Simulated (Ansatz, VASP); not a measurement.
**KTaO3: VASP beside Ansatz**

```xyz
5
Lattice="3.9883 -0.0399 -0.0399 -0.0399 3.9883 -0.0399 -0.0399 -0.0399 3.9883" Properties=species:S:1:pos:R:3 pbc="T T T"
K     1.9543    1.9543    1.9543
Ta    0.0000    0.0000    0.0000
O     1.9942   -0.0199   -0.0199
O    -0.0199    1.9942   -0.0199
O    -0.0199   -0.0199    1.9942
```

Change from the starting cell: equal xy, yz and zx shear strains of -2 %, crystal datasets.

Alike in both runs: task electric field gradients; functional LDA; k mesh 5 × 5 × 5; occupations fermi-dirac, width 0.01 eV; no spin polarisation.

|  | VASP | Ansatz |
| --- | --- | --- |
| version | VASP 6.6.1 | Ansatz 0.2.0 |
| potentials or method | VASP PAW LDA potentials, release 64 (K_sv, Ta_pv, O), cutoff 520 eV | all-electron PAW with datasets made for the crystal, scalar-relativistic |

|  | VASP | Ansatz | Ansatz less VASP |
| --- | --- | --- | --- |
| gap on the k mesh at the Fermi level (eV) | 2.05 | 2.11 | +0.057 |
| pressure (GPa) | -4.4 | -5.5 | -1.10 |
| traceless stress, the component that is largest in VASP (GPa) | 1.99 | 1.99 | +0.002 |
| size of Vzz on the site where it differs most (V/Å²) | 46.4 | 50.2 | +3.79 |

LDA's correlation is that of Perdew and Zunger in VASP and of Perdew and Wang (1992) in Ansatz. Ansatz ran all-electron here, and VASP with PAW potentials.

Neither program's run includes spin-orbit coupling.
